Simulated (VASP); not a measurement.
Wanted: the native input for a VASP 6.6.1 run.

| Property | Result |
| --- | --- |
| Task | single point |
| Functional | PBE |
| Potentials or basis | VASP PAW PBE potentials, release 64 (K_sv, Mg, F) |
| Cutoff | 600 eV |
| k mesh | 3 × 3 × 3 |
| Occupations | gaussian, width 0.01 eV |
| Spin | no spin polarisation |
| Dipole correction | no |
| Further INCAR settings | ALGO = Normal; EDIFF = 1e-06; NBANDS = 24 |

The structure of KMgF3 lies in POSCAR:

```
KMgF3
1.0
    4.0993847090      0.0000000000      0.0000000000
    0.0000000000      4.0993847090      0.0000000000
    0.0000000000      0.0000000000      4.0993847090
K Mg F
1 1 3
Direct
    0.5000000000      0.5000000000      0.5000000000
    0.0000000000      0.0000000000      0.0000000000
    0.5000000000      0.0000000000      0.0000000000
    0.0000000000      0.0000000000      0.5000000000
    0.0000000000      0.5000000000      0.0000000000
```

These files were run (other wordings do the same):

INCAR

```
ALGO = Normal ; EDIFF = 1E-6
ENCUT = 600 ; GGA = PE
GGA_COMPAT = F ; ISIF = 2
ISMEAR = 0 ; LASPH = T
LCHARG = T ; LELF = T
LREAL = F ; LVHAR = T
LWAVE = F ; NBANDS = 24
NELM = 120 ; PREC = Accurate
SIGMA = 0.01
```

KPOINTS

```
k-points
0
Gamma
  3 3 3
```

Potentials or basis: VASP PAW PBE potentials, release 64 (K_sv, Mg, F).

Run with:

```sh
$ cat potpaw_PBE.64/K_sv/POTCAR potpaw_PBE.64/Mg/POTCAR potpaw_PBE.64/F/POTCAR > POTCAR
$ mpirun -np 1 vasp_std > vasp.out
```

It gave:

The pressure is -2.6 GPa. The band gap on the k mesh is 6.84 eV, indirect (least direct gap 7.02 eV).

Caveat: the k points lie up to 0.51 Å⁻¹ apart.

It took 15 s on 1 thread of Intel(R) Xeon(R) Platinum 8488C (Sapphire Rapids), on a shared host, peak memory 0.2 GiB.
